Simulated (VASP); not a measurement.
Write the native input for VASP 6.6.1 that does the following.

```
Task                   : relaxation of cell and atoms
Functional             : PBEsol
Potentials or basis    : VASP PAW PBE potentials, release 64 (Zn, O)
Cutoff                 : 600 eV
k mesh                 : 6 × 6 × 8
Occupations            : gaussian, width 0.02 eV
Spin                   : no spin polarisation
Dipole correction      : no
Further INCAR settings : ALGO = Normal; EDIFF = 1e-06; IBRION = 2; EDIFFG = -0.01; NSW = 80; ISIF = 3
```

The structure of ZnO lies in POSCAR:

```
ZnO
1.0
    5.5175700700      0.0000000000      0.0000000000
    0.0000000000      5.5175700700      0.0000000000
    0.0000000000      0.0000000000      3.2587787700
Zn O
4 4
Direct
    0.1819728400      0.1819728400      0.5000000000
    0.8180271600      0.8180271600      0.5000000000
    0.6819728400      0.3180271600      0.0000000000
    0.3180271600      0.6819728400      0.0000000000
    0.8172472300      0.1827527700      0.5000000000
    0.1827527700      0.8172472300      0.5000000000
    0.6827527700      0.6827527700      0.0000000000
    0.3172472300      0.3172472300      0.0000000000
```

These files were run (other wordings do the same):

INCAR

```
SYSTEM = ZnO
ALGO = Normal ; EDIFF = 1E-6
EDIFFG = -0.01 ; ENCUT = 600
GGA = PS ; IBRION = 2
ISIF = 3 ; ISMEAR = 0
LASPH = .True. ; LCHARG = .False.
LREAL = .False. ; LWAVE = .False.
NELM = 100 ; NSW = 80
PREC = Accurate ; SIGMA = 0.02
```

KPOINTS

```
k-points
0
Gamma
  6 6 8
  0 0 0
```

Potentials or basis: VASP PAW PBE potentials, release 64 (Zn, O).

The run is started by

```bash
$ cat potpaw_PBE.64/Zn/POTCAR potpaw_PBE.64/O/POTCAR > POTCAR
$ mpirun -np 1 vasp_std > vasp.out
```

It gave:

```yaml
Relaxed_volume: 12.39 Å³/atom
Relaxed_cell: a = 5.523 Å, b = 5.523 Å, c = 3.249 Å, α = 90.00°, β = 90.00°, γ = 90.00°
Space_group_after_relaxing_to_0.1_Å: P4_2/mnm (No. 136)
Energy_gained_by_relaxing: 0.1 meV/atom
Ionic_steps: 7
Pressure_after_relaxing: 0.0 GPa
Largest_force_after_relaxing: 0.010 eV/Å
Band_gap_on_the_k_mesh: 0.69 eV
```

Caveat: semilocal functionals underestimate gaps, and a narrow one can read as zero; the PAW data sets were made with another functional, which shifts forces and pressure a little.

Wall time 6.8 min on 1 thread of Intel(R) Xeon(R) 6975P-C (Granite Rapids) (shared host), peak memory 0.37 GiB.
